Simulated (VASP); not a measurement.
# Si2W (AlB2 type) (P6/mmm) in VASP: notebook

The runs below take Si2W (AlB2 type) through single point, with PBE.

Program: VASP 6.6.1. These are calculated values, not measurements. Logs are shortened: lines on timing, memory, paths and dates and some standing lists are left out, and cuts for length are marked.

## 1. The cell of the first run

The structure is hexagonal, space group P6/mmm (No. 191). Conventional cell: a = 4.321 Å, b = 4.321 Å, c = 2.612 Å, α = 90.00°, β = 90.00°, γ = 120.00°. Within 3.4 Å of W (site symmetry 6/mmm) lie 2 W at 2.61 Å and 12 Si at 2.82 Å. Si (site symmetry -6m2) has 5 Si at 2.49 to 2.61 Å and 6 W at 2.82 Å within 3.3 Å.

## 2. Single point, PBE

INCAR reads:

```
SYSTEM = Si2W
PREC     = Accurate       ! precision mode
ENCUT    = 520            ! plane-wave cutoff, eV
EDIFF    = 1E-6           ! SCF threshold, eV
ISMEAR   = -1             ! smearing method
SIGMA    = 0.05           ! smearing width, eV
LREAL    = .False.        ! projectors in reciprocal space
LASPH    = .True.         ! aspherical terms in the spheres
NELM     = 60             ! most SCF steps
ALGO     = Normal         ! electronic algorithm
ISIF     = 2              ! what is computed and relaxed
LWAVE    = .False.        ! write WAVECAR
LCHARG   = .True.         ! write CHGCAR
GGA      = PE             ! functional
LELF     = .True.         ! ELF
LVHAR    = .True.       
NBANDS   = 18             ! bands
```

KPOINTS reads:

```
Automatic mesh
0
Gamma
  9 9 7
  0 0 0
```

POSCAR reads:

```
Si2W
1.0
    4.3205272327      0.0000000000      0.0000000000
   -2.1602636163      3.7416863412      0.0000000000
    0.0000000000      0.0000000000      2.6122082610
W Si
1 2
Direct
    0.0000000000      0.0000000000      0.0000000000
    0.3333333333      0.6666666667      0.5000000000
    0.6666666667      0.3333333333      0.5000000000
```

Potentials or basis: VASP PAW PBE potentials, release 64 (W_sv, Si).

Command:

```sh
> cat potpaw_PBE.64/W_sv/POTCAR potpaw_PBE.64/Si/POTCAR > POTCAR
> mpirun -np 1 vasp_std > vasp.out
```

OUTCAR:

```text
SYSTEM = Si2W
   PREC = Accurate
   ENCUT = 520
   EDIFF = 1E-6
   ISMEAR = -1
   LREAL = .False.
   LASPH = .True.
   NELM = 60
   ISIF = 2
   GGA = PE

 ion  position               nearest neighbor table
   1  0.000  0.000  0.000-   2 2.82   3 2.82   2 2.82   3 2.82   2 2.82   2 2.82   3 2.82   3 2.82
                             3 2.82   3 2.82   2 2.82   2 2.82
   2  0.333  0.667  0.500-   3 2.49   3 2.49   3 2.49   1 2.82   1 2.82   1 2.82   1 2.82   1 2.82
                             1 2.82
   3  0.667  0.333  0.500-   2 2.49   2 2.49   2 2.49   1 2.82   1 2.82   1 2.82   1 2.82   1 2.82
                             1 2.82

  LATTYP: Found a hexagonal cell.
 ALAT       =     4.3205272327
 C/A-ratio  =     0.6046040495

  Lattice vectors:

 A1 = (   4.3205272327,   0.0000000000,   0.0000000000)
 A2 = (  -2.1602636163,   3.7416863412,   0.0000000000)
 A3 = (   0.0000000000,   0.0000000000,   2.6122082610)

Analysis of symmetry for initial positions (statically):
=====================================================================
 Subroutine PRICEL returns:
 Original cell was already a primitive cell.

 Routine SETGRP: Setting up the symmetry group for a
 hexagonal supercell.

 Subroutine GETGRP returns: Found 24 space group operations
 (whereof 24 operations were pure point group operations)
 out of a pool of 24 trial point group operations.

The static configuration has the point symmetry D_6h.

Analysis of symmetry for dynamics (positions and initial velocities):
=====================================================================
 Subroutine PRICEL returns:
 Original cell was already a primitive cell.

 Routine SETGRP: Setting up the symmetry group for a
 hexagonal supercell.

 Subroutine GETGRP returns: Found 24 space group operations
 (whereof 24 operations were pure point group operations)
 out of a pool of 24 trial point group operations.

The dynamic configuration has the point symmetry D_6h.

 Subroutine INISYM returns: Found 24 space group operations
 (whereof 24 operations are pure point group operations),
 and found     1 'primitive' translations

----------------------------------------------------------------------------------------

                                     Primitive cell

  volume of cell :      42.2291

  direct lattice vectors                    reciprocal lattice vectors
     4.320527233  0.000000000  0.000000000     0.231453234  0.133629587  0.000000000
    -2.160263616  3.741686341  0.000000000     0.000000000  0.267259174  0.000000000
     0.000000000  0.000000000  2.612208261     0.000000000  0.000000000  0.382817869
[... 76 lines left out ...]
 SYSTEM =  Si2W
   PREC   = accura    normal or accurate (medium, high low for compatibility)
   ISTART =      0    job   : 0-new  1-cont  2-samecut
   ICHARG =      2    charge: 1-file 2-atom 10-const
   ISPIN  =      1    spin polarized calculation?
   LNONCOLLINEAR =      F non collinear calculations
   LSORBIT =      F    spin-orbit coupling
   LASPH  =      T    aspherical Exc in radial PAW
   ENCUT  =  520.0 eV  38.22 Ry    6.18 a.u.   8.03  8.03  4.86*2*pi/ulx,y,z
   NELM   =     60;   NELMIN=  2; NELMDL= -5     # of ELM steps
   EDIFF  = 0.1E-05   stopping-criterion for ELM
   LREAL  =      F    real-space projection
   EDIFFG = 0.1E-04   stopping-criterion for IOM
   NSW    =      0    number of steps for IOM
   IBRION =     -1    ionic relax: 0-MD 1-quasi-New 2-CG
   NFREE  =      0    steps in history (QN), initial steepest desc. (CG)
   ISIF   =      2    stress and relaxation
   ISYM   =      2    0-nonsym 1-usesym 2-fastsym
   POTIM  = 0.5000    time-step for ionic-motion
   TEBEG  =    0.0;   TEEND  =   0.0 temperature during run
   PSTRESS=    0.0 pullay stress
   NELECT =      22.0000    total number of electrons
   NUPDOWN=      -1.0000    fix difference up-down
   EMIN   =  10.00;   EMAX   =-10.00  energy-range for DOS
   EFERMI =   0.00;   METHOD = LEGACY
   ISMEAR =    -1;   SIGMA  =   0.05  broadening in eV -4-tet -1-fermi 0-gaus
   EFERMI_NEDOS =   21; number of points for ismear=-14 and -15
   IALGO  =     38    algorithm
   IMIX   =      4    mixing-type and parameters
     AMIX     =   0.40;   BMIX     =  1.00
     AMIX_MAG =   1.60;   BMIX_MAG =  1.00
  volume/ion in A,a.u.               =      14.08        94.99
  Fermi-wavevector in a.u.,A,eV,Ry     =   1.317281  2.489300 23.609226  1.735229
  Thomas-Fermi vector in A             =   2.447333
   LORBIT       =      0    0 simple, 1 ext, 2 COOP (PROOUT), +10 PAW based schemes
   GGA     = PE    functional components
[... 5 lines left out ...]
 non-spin polarized calculation
  energy-cutoff  :      520.00
  volume of cell :       42.23
 maximum number of plane-waves:      1152
   NGX = 17   NGY = 17   NGZ =  9

 number of electron      22.0000005 magnetization

 Free energy of the ion-electron system (eV)
  ---------------------------------------------------
  ext. energy  EPLUGINS =         0.00000000
  ---------------------------------------------------
  free energy    TOTEN  =       -22.75100144 eV

  energy without entropy =      -22.73952358  energy(sigma->0) =      -22.74526251

 E-fermi :  11.6722     XC(G=0): -12.3316

 val. band max:       11.6202006741   @ k =   0.3333   0.3333   0.2857
 cond. band min:      11.6758247974   @ k =   0.3333   0.2222   0.1429
 fundamental gap:      0.0556241233
 Fermi energy:        11.6722478888

 k-point     1 :       0.0000    0.0000    0.0000
  band No.  band energies     occupation
      1     -62.7137      2.00000
      2     -26.9679      2.00000
      3     -26.9679      2.00000
      4     -26.3205      2.00000
      5      -2.4602      2.00000
      6       5.2133      2.00000
[... 481 lines left out ...]
      5       0.9063      2.00000
      6       0.9063      2.00000
[... 10 lines left out ...]
     17      17.0592      0.00000
     18      18.6819      0.00000

 [... further k-points ...]
[... 5 lines left out ...]
  --------------------------------------------------------------------------------------
  -------------------------------------------------------------------------------------
  Total        0.0196319      0.0196319      0.0661155      0.0000000     -0.0000000      0.0000000
  in kB        0.7448374      0.7448374      2.5084290      0.0000000     -0.0000000      0.0000000
  external PRESSURE =       1.3327013 kB  Pullay stress =       0.0000000 kB

 VOLUME and BASIS-vectors are now :
 -----------------------------------------------------------------------------
  energy-cutoff  :      520.00
  volume of cell :       42.23
      direct lattice vectors                 reciprocal lattice vectors
     4.320527233  0.000000000  0.000000000     0.231453234  0.133629587  0.000000000
    -2.160263616  3.741686341  0.000000000     0.000000000  0.267259174  0.000000000
     0.000000000  0.000000000  2.612208261     0.000000000  0.000000000  0.382817869

 POSITION                                       TOTAL-FORCE (eV/Angst)
 -----------------------------------------------------------------------------------
      0.00000      0.00000      0.00000         0.000000      0.000000      0.000000
     -0.00000      2.49446      1.30610        -0.000000      0.000000      0.000000
      2.16026      1.24723      1.30610         0.000000     -0.000000      0.000000
 -----------------------------------------------------------------------------------
    total drift:                                0.000000     -0.000000      0.000000

  FREE ENERGIE OF THE ION-ELECTRON SYSTEM (eV)
  ---------------------------------------------------
  free  energy   TOTEN  =       -22.7510014416 eV

  energy  without entropy=      -22.7395235804  energy(sigma->0) =      -22.74526251
```

OSZICAR:

```text
N       E                     dE             d eps       ncg     rms          rms(c)
DAV:   1     0.129175788561E+03    0.12918E+03   -0.10843E+04  1728   0.123E+03
DAV:   2    -0.192795748327E+02   -0.14846E+03   -0.14525E+03  1990   0.315E+02
DAV:   3    -0.237427442306E+02   -0.44632E+01   -0.43354E+01  2082   0.487E+01
DAV:   4    -0.237859431283E+02   -0.43199E-01   -0.43092E-01  2048   0.501E+00
DAV:   5    -0.237864217512E+02   -0.47862E-03   -0.47858E-03  2066   0.573E-01    0.213E+01
DAV:   6    -0.229169893524E+02    0.86943E+00   -0.62802E+00  1922   0.150E+01    0.707E+00
DAV:   7    -0.227882678306E+02    0.12872E+00   -0.84199E-01  1924   0.466E+00    0.484E+00
DAV:   8    -0.227517419229E+02    0.36526E-01   -0.99401E-02  1932   0.227E+00    0.327E-01
DAV:   9    -0.227511208952E+02    0.62103E-03   -0.23857E-03  2010   0.339E-01    0.192E-01
DAV:  10    -0.227510123193E+02    0.10858E-03   -0.45115E-04  1972   0.190E-01    0.472E-02
DAV:  11    -0.227510028094E+02    0.95099E-05   -0.91035E-05  1892   0.711E-02    0.301E-02
DAV:  12    -0.227510017676E+02    0.10419E-05   -0.88916E-06  1812   0.211E-02    0.168E-03
DAV:  13    -0.227510014416E+02    0.32596E-06   -0.21547E-07  1010   0.423E-03
   1 F= -.22751001E+02 E0= -.22745263E+02  d E =-.114779E-01
```

stdout:

```text
POSCAR found type information on POSCAR W Si
 POSCAR found :  2 types and       3 ions
 scaLAPACK will be used
 LDA part: xc-table for (Slater+PW92), standard interpolation
 POSCAR, INCAR and KPOINTS ok, starting setup
 FFT: planning ... GRIDC
 FFT: planning ... GRID_SOFT
 FFT: planning ... GRID
 WAVECAR not read
 entering main loop
```

Run time: 18 s. Hardware: 1 thread of Intel Xeon Platinum 8375C at 2.90GHz (Ice Lake), shared host; peak memory 0.17 GiB.

Results:

```yaml
Free_energy: -22.7510 eV
Pressure: 0.1 GPa
Band_gap_on_the_k_mesh: zero (band 11 reaches 13.45 eV, above the bottom of band 12 at 11.10 eV)
```

Caveat: spin-orbit coupling is left out, which moves the levels of the heavy elements.

## 3. Single point, PBE

INCAR reads:

```
SYSTEM = Si2W
PREC = Accurate ; ENCUT = 520
EDIFF = 1E-6 ; ISMEAR = -1
SIGMA = 0.05 ; LREAL = .False.
LASPH = .True. ; NELM = 100
ALGO = Normal ; ISIF = 2
LWAVE = .False. ; LCHARG = .False.
GGA = PE ; NBANDS = 18
```

KPOINTS is that of step 2.

POSCAR reads:

```
Si2W
1.0
    4.3210683881      0.0000000000      0.0000000000
   -2.1605341940      3.7421549956      0.0000000000
    0.0000000000      0.0000000000      2.6121380184
W Si
1 2
Direct
    0.0000000000      0.0000000000      0.0000000000
    0.3333333333      0.6666666667      0.5000000000
    0.6666666667      0.3333333333      0.5000000000
```

Potentials or basis: VASP PAW PBE potentials, release 64 (W_sv, Si).

Command:

```sh
> cat potpaw_PBE.64/W_sv/POTCAR potpaw_PBE.64/Si/POTCAR > POTCAR
> mpirun -np 1 vasp_std > vasp.out
```

Run time: 15 s. Hardware: 1 thread of Intel Xeon Platinum 8375C at 2.90GHz (Ice Lake), shared host; peak memory 0.17 GiB.

It converged, with:

```
Free energy            : -22.7510 eV
Pressure               : 0.1 GPa
Band gap on the k mesh : zero (band 11 reaches 13.44 eV, above the bottom of band 12 at 11.10 eV)
```

Stress tensor (GPa, compression positive):
```
0.01 0.00 0.00
0.00 0.01 0.00
0.00 0.00 0.23
```

Levels at points of the mesh, in eV from the Fermi level:
```csv
k point,band 7,band 8,band 9,band 10,band 11,band 12,band 13,band 14,band 15,band 16
"(0.00, 0.00, 0.00)",-6.46,-5.20,-4.79,-1.35,-1.35,2.27,2.27,3.70,3.70,5.17
```

Caveat: spin-orbit coupling is left out, which moves the levels of the heavy elements.
